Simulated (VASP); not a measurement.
# HgTe in VASP: single point with r2SCAN

Aim: the single point of HgTe with r2SCAN.

Everything below comes from runs of VASP 6.6.1. Logs are shortened: lines on timing, memory, paths and dates and some standing lists are left out, and cuts for length are marked.

## Step 1: The cell of the first run

The cell holds a wire or tube with vacuum around it, 4 atoms: a = 11.700 Å, b = 9.300 Å, c = 5.122 Å, α = 90.00°, β = 90.00°, γ = 90.00°.

## Step 2: Single point, r2SCAN, collinear spin

POSCAR reads:

```
HgTe
1.0
   11.7000000000      0.0000000000      0.0000000000
    0.0000000000      9.3000000000      0.0000000000
    0.0000000000      0.0000000000      5.1215901970
Hg Te
2 2
Direct
    0.3850925276      0.5000000000      0.0000000000
    0.6149074724      0.5000000000      0.5000000000
    0.3850925276      0.5000000000      0.5000000000
    0.6149074724      0.5000000000      0.0000000000
```

INCAR.step1 reads:

```
PREC     = Accurate       # precision mode
ENCUT    = 520            # plane-wave cutoff, eV
ISMEAR   = 0              # smearing method
SIGMA    = 0.05           # smearing width, eV
LREAL    = F              # projectors in reciprocal space
LASPH    = T              # aspherical terms in the spheres
NELM     = 150            # most SCF steps
ISPIN    = 2              # spin polarisation
MAGMOM   = 0.5 0.5 0.5 0.5 # initial moments
NBANDS   = 30             # bands
GGA      = PE             # functional
ALGO     = Normal         # electronic algorithm
EDIFF    = 1E-4           # SCF threshold, eV
LWAVE    = T              # write WAVECAR
LCHARG   = F              # write CHGCAR
```

INCAR.step2 reads:

```
PREC     = Accurate       # precision mode
ENCUT    = 520            # plane-wave cutoff, eV
EDIFF    = 1E-6           # SCF threshold, eV
ISMEAR   = 0              # smearing method
SIGMA    = 0.05           # smearing width, eV
LREAL    = F              # projectors in reciprocal space
LASPH    = T              # aspherical terms in the spheres
NELM     = 150            # most SCF steps
ALGO     = Normal         # electronic algorithm
ISIF     = 2              # what is computed and relaxed
LWAVE    = F              # write WAVECAR
LCHARG   = T              # write CHGCAR
ISPIN    = 2              # spin polarisation
MAGMOM   = 0.5 0.5 0.5 0.5 # initial moments
LORBIT   = 11             # projections on sites
METAGGA  = R2SCAN         # meta-GGA
LMIXTAU  = T            
LELF     = T              # ELF
LVHAR    = T            
NBANDS   = 30             # bands
ISTART   = 1
```

KPOINTS reads:

```
Automatic mesh
0
Gamma
  1 1 13
```

Potentials or basis: VASP PAW PBE potentials, release 64 (Hg, Te).

Command:

```sh
$ cat potpaw_PBE.64/Hg/POTCAR potpaw_PBE.64/Te/POTCAR > POTCAR
$ cp INCAR.step1 INCAR
$ mpirun -np 1 vasp_std > vasp.out
$ cp INCAR.step2 INCAR
$ mpirun -np 1 vasp_std > vasp.out
```

OUTCAR:

```text
PREC = Accurate
   ENCUT = 520
   EDIFF = 1E-6
   ISMEAR = 0
   LREAL = F
   LASPH = T
   NELM = 150
   ISIF = 2
   ISPIN = 2
   LORBIT = 11
   METAGGA = R2SCAN
   ISTART = 1

 ion  position               nearest neighbor table
   1  0.385  0.500  0.000-   3 2.56   3 2.56   4 2.69   2 3.71   2 3.71
   2  0.615  0.500  0.500-   4 2.56   4 2.56   3 2.69   1 3.71   1 3.71
   3  0.385  0.500  0.500-   1 2.56   1 2.56   2 2.69
   4  0.615  0.500  0.000-   2 2.56   2 2.56   1 2.69

  LATTYP: Found a simple orthorhombic cell.
 ALAT       =     5.1215901970
 B/A-ratio  =     1.8158422760
 C/A-ratio  =     2.2844467343

  Lattice vectors:

 A1 = (   0.0000000000,   0.0000000000,  -5.1215901970)
 A2 = (   0.0000000000,   9.3000000000,   0.0000000000)
 A3 = (  11.7000000000,   0.0000000000,   0.0000000000)

Analysis of symmetry for initial positions (statically):
=====================================================================
 Subroutine PRICEL returns:
 Original cell was already a primitive cell.

 Routine SETGRP: Setting up the symmetry group for a
 simple orthorhombic supercell.

 Subroutine GETGRP returns: Found  8 space group operations
 (whereof  4 operations were pure point group operations)
 out of a pool of  8 trial point group operations.

The static configuration has the point symmetry C_2v.
 The point group associated with its full space group is D_2h.

Analysis of symmetry for dynamics (positions and initial velocities):
=====================================================================
 Subroutine PRICEL returns:
 Original cell was already a primitive cell.

 Routine SETGRP: Setting up the symmetry group for a
 simple orthorhombic supercell.

 Subroutine GETGRP returns: Found  8 space group operations
 (whereof  4 operations were pure point group operations)
 out of a pool of  8 trial point group operations.

The dynamic configuration has the point symmetry C_2v.
 The point group associated with its full space group is D_2h.

Analysis of structural, dynamic, and magnetic symmetry:
=====================================================================
 Subroutine PRICEL returns:
 Original cell was already a primitive cell.

 Routine SETGRP: Setting up the symmetry group for a
 simple orthorhombic supercell.

 Subroutine GETGRP returns: Found  8 space group operations
 (whereof  4 operations were pure point group operations)
 out of a pool of  8 trial point group operations.

The overall configuration has the point symmetry C_2v.
 The point group associated with its full space group is D_2h.

 Subroutine INISYM returns: Found  8 space group operations
 (whereof  4 operations are pure point group operations),
 and found     1 'primitive' translations

----------------------------------------------------------------------------------------

                                     Primitive cell

  volume of cell :     557.2802

  direct lattice vectors                    reciprocal lattice vectors
    11.700000000  0.000000000  0.000000000     0.085470085  0.000000000  0.000000000
     0.000000000  9.300000000  0.000000000     0.000000000  0.107526882  0.000000000
     0.000000000  0.000000000  5.121590197     0.000000000  0.000000000  0.195251858

  length of vectors
    11.700000000  9.300000000  5.121590197     0.085470085  0.107526882  0.195251858

  position of ions in fractional coordinates (direct lattice)
     0.385092528  0.500000000  0.000000000
     0.614907472  0.500000000  0.500000000
     0.385092528  0.500000000  0.500000000
     0.614907472  0.500000000  0.000000000

  ion indices of the primitive-cell ions
   primitive index   ion index
                 1           1
                 2           2
                 3           3
                 4           4

----------------------------------------------------------------------------------------

 KPOINTS: Automatic mesh

Automatic generation of k-mesh.
 Grid dimensions read from file:
 generate k-points for:    1    1   13

 Generating k-lattice:

  Cartesian coordinates                     Fractional coordinates (reciprocal lattice)
     0.085470085  0.000000000  0.000000000     1.000000000  0.000000000  0.000000000
     0.000000000  0.107526882  0.000000000     0.000000000  1.000000000  0.000000000
     0.000000000  0.000000000  0.015019374     0.000000000  0.000000000  0.076923077

  Length of vectors
     0.085470085  0.107526882  0.015019374

  Shift w.r.t. Gamma in fractional coordinates (k-lattice)
     0.000000000  0.000000000  0.000000000

 Subroutine IBZKPT returns following result:
 ===========================================

 Found      7 irreducible k-points:

 Following reciprocal coordinates:
            Coordinates               Weight
  0.000000  0.000000  0.000000      1.000000
  0.000000  0.000000  0.076923      2.000000
  0.000000  0.000000  0.153846      2.000000
  0.000000  0.000000  0.230769      2.000000
  0.000000  0.000000  0.307692      2.000000
  0.000000  0.000000  0.384615      2.000000
  0.000000  0.000000  0.461538      2.000000
   k-points           NKPTS =      7   k-points in BZ     NKDIM =      7   number of bands    NBANDS=     30
   number of dos      NEDOS =    301   number of ions     NIONS =      4
   total plane-waves  NPLWV = 252000
   dimension x,y,z NGX =    90 NGY =   70 NGZ =   40
   dimension x,y,z NGXF=   180 NGYF=  140 NGZF=   80
   ions per type =               2   2
   NGX,Y,Z   is equivalent  to a cutoff of  12.79, 12.51, 12.98 a.u.
   NGXF,Y,Z  is equivalent  to a cutoff of  25.58, 25.03, 25.97 a.u.
 SYSTEM =  unknown system
   PREC   = accura    normal or accurate (medium, high low for compatibility)
   ISTART =      1    job   : 0-new  1-cont  2-samecut
   ICHARG =      0    charge: 1-file 2-atom 10-const
   ISPIN  =      2    spin polarized calculation?
   LNONCOLLINEAR =      F non collinear calculations
   LSORBIT =      F    spin-orbit coupling
   LASPH  =      T    aspherical Exc in radial PAW
   ENCUT  =  520.0 eV  38.22 Ry    6.18 a.u.  21.75 17.29  9.52*2*pi/ulx,y,z
   NELM   =    150;   NELMIN=  2; NELMDL=  0     # of ELM steps
   EDIFF  = 0.1E-05   stopping-criterion for ELM
   LREAL  =      F    real-space projection
   EDIFFG = 0.1E-04   stopping-criterion for IOM
   NSW    =      0    number of steps for IOM
   IBRION =     -1    ionic relax: 0-MD 1-quasi-New 2-CG
   NFREE  =      0    steps in history (QN), initial steepest desc. (CG)
   ISIF   =      2    stress and relaxation
   ISYM   =      2    0-nonsym 1-usesym 2-fastsym
   POTIM  = 0.5000    time-step for ionic-motion
   TEBEG  =    0.0;   TEEND  =   0.0 temperature during run
   PSTRESS=    0.0 pullay stress
   NELECT =      36.0000    total number of electrons
   NUPDOWN=      -1.0000    fix difference up-down
   EMIN   =  10.00;   EMAX   =-10.00  energy-range for DOS
   EFERMI =   0.00;   METHOD = LEGACY
   ISMEAR =     0;   SIGMA  =   0.05  broadening in eV -4-tet -1-fermi 0-gaus
   EFERMI_NEDOS =   21; number of points for ismear=-14 and -15
   IALGO  =     38    algorithm
   IMIX   =      4    mixing-type and parameters
     AMIX     =   0.40;   BMIX     =  1.00
     AMIX_MAG =   1.60;   BMIX_MAG =  1.00
  volume/ion in A,a.u.               =     139.32       940.18
  Fermi-wavevector in a.u.,A,eV,Ry     =   0.656878  1.241319  5.870753  0.431488
  Thomas-Fermi vector in A             =   1.728208
   LORBIT       =     11    0 simple, 1 ext, 2 COOP (PROOUT), +10 PAW based schemes
   METAGGA = R2SCAN    functional components
   LHFCALC =     F    Hartree Fock is set to
   AEXX    =    0.0000 exact exchange contribution
   IVDW    =     0    specifies the selected vdW correction
   LEPSILON=     F    determine dielectric tensor
   LRPA    =     F    only Hartree local field effects (RPA)
 spin polarized calculation
 Gauss-broadening in eV      SIGMA  =   0.05
  energy-cutoff  :      520.00
  volume of cell :      557.28
 maximum number of plane-waves:     15031
 NGX is ok and might be reduce to    90
   NGX = 43   NGY = 35   NGZ = 19

 number of electron      36.0000007 magnetization       0.0000365

 number of electron      36.0000007 magnetization      -0.0000327

 Free energy of the ion-electron system (eV)
  ---------------------------------------------------
  ext. energy  EPLUGINS =         0.00000000
  ---------------------------------------------------
  free energy    TOTEN  =      -147.06862243 eV

  energy without entropy =     -147.06415282  energy(sigma->0) =     -147.06638762

 E-fermi :  -3.1906     XC(G=0):  -2.8897

 val. band max:       -3.1909360248   @ k =   0.0000   0.0000   0.3077
 cond. band min:      -2.9200022271   @ k =   0.0000   0.0000   0.0769
 fundamental gap:      0.2709337977
 Fermi energy:        -3.1905909281

 spin component 1

 k-point     1 :       0.0000    0.0000    0.0000
  band No.  band energies     occupation
      1     -16.0591      1.00000
      2     -15.3003      1.00000
      3     -11.1138      1.00000
      4     -11.0253      1.00000
      5     -10.7037      1.00000
      6     -10.6013      1.00000
[... 22 lines left out ...]
     29       4.6171      0.00000
     30       4.7873      0.00000
[... 166 lines left out ...]
 k-point     7 :       0.0000    0.0000    0.4615
  band No.  band energies     occupation
      1     -14.8410      1.00000
      2     -14.6700      1.00000
      3     -12.3265      1.00000
      4     -12.2509      1.00000
      5     -11.0835      1.00000
      6     -11.0729      1.00000
[... 22 lines left out ...]
     29       3.9955      0.00000
     30       4.0585      0.00000
 Fermi energy:        -3.1905909281

 spin component 2

 k-point     1 :       0.0000    0.0000    0.0000
  band No.  band energies     occupation
      1     -16.0591      1.00000
      2     -15.3003      1.00000
      3     -11.1138      1.00000
      4     -11.0253      1.00000
      5     -10.7037      1.00000
      6     -10.6013      1.00000
[... 22 lines left out ...]
     29       4.6173      0.00000
     30       4.7872      0.00000
[... 167 lines left out ...]
  band No.  band energies     occupation
      1     -14.8410      1.00000
      2     -14.6700      1.00000
      3     -12.3265      1.00000
      4     -12.2509      1.00000
      5     -11.0835      1.00000
      6     -11.0729      1.00000
[... 22 lines left out ...]
     29       3.9974      0.00000
     30       4.0595      0.00000

------------------------ aborting loop because EDIFF is reached ----------------------------------------

  FORCE on cell =-STRESS in cart. coord.  units (eV):
  Direction    XX          YY          ZZ          XY          YZ          ZX
  --------------------------------------------------------------------------------------
  -------------------------------------------------------------------------------------
  Total        7.4883767      0.0149930     19.2499755      0.0000000      0.0000000      0.0000000
  in kB       21.5290384      0.0431048     55.3435645      0.0000000      0.0000000      0.0000000
  external PRESSURE =      25.6385692 kB  Pullay stress =       0.0000000 kB

 VOLUME and BASIS-vectors are now :
 -----------------------------------------------------------------------------
  energy-cutoff  :      520.00
  volume of cell :      557.28
      direct lattice vectors                 reciprocal lattice vectors
    11.700000000  0.000000000  0.000000000     0.085470085  0.000000000  0.000000000
     0.000000000  9.300000000  0.000000000     0.000000000  0.107526882  0.000000000
     0.000000000  0.000000000  5.121590197     0.000000000  0.000000000  0.195251858

 POSITION                                       TOTAL-FORCE (eV/Angst)
 -----------------------------------------------------------------------------------
      4.50558      4.65000      0.00000        -1.157046      0.000000      0.000000
      7.19442      4.65000      2.56080         1.157046      0.000000      0.000000
      4.50558      4.65000      2.56080        -1.655963      0.000000      0.000000
      7.19442      4.65000      0.00000         1.655963      0.000000      0.000000
 -----------------------------------------------------------------------------------
    total drift:                                0.000000      0.000000      0.000000

  FREE ENERGIE OF THE ION-ELECTRON SYSTEM (eV)
  ---------------------------------------------------
  free  energy   TOTEN  =      -147.0686224301 eV

  energy  without entropy=     -147.0641528151  energy(sigma->0) =     -147.06638762

 total charge

# of ion       s       p       d       tot
------------------------------------------
    1        0.840   0.421   9.368  10.629
    2        0.840   0.421   9.368  10.629
    3        1.373   2.081   0.049   3.503
    4        1.373   2.081   0.049   3.503
--------------------------------------------------
tot          4.425   5.004  18.835  28.265

 magnetization (x)

# of ion       s       p       d       tot
------------------------------------------
    1        0.000  -0.000  -0.000  -0.000
    2        0.000  -0.000  -0.000  -0.000
    3       -0.000  -0.000  -0.000  -0.000
    4       -0.000  -0.000  -0.000  -0.000
--------------------------------------------------
tot         -0.000  -0.000  -0.000  -0.000
```

It took 22 min on 1 thread of Intel Xeon Platinum 8259CL at 2.50GHz (Skylake/Cascade Lake), shared host; peak memory 0.96 GiB.

Results:

```yaml
Free_energy: -147.0686 eV
Largest_force: 1.656 eV/Å
Band_gap_on_the_k_mesh: zero (filled and empty bands overlap)
Net_moment: 0.00 μB per cell
Valence_electrons_inside_the_program's_atomic_spheres: Hg 10.63; Te 3.50
```

Forces on the atoms (eV/Å):
```
Hg  -1.157  0.000  0.000
Hg   1.157  0.000  0.000
Te  -1.656  0.000  0.000
Te   1.656  0.000  0.000
```

Caveat: the PAW data sets were made with another functional, which shifts forces and pressure a little; spin-orbit coupling is left out, which moves the levels of the heavy elements.
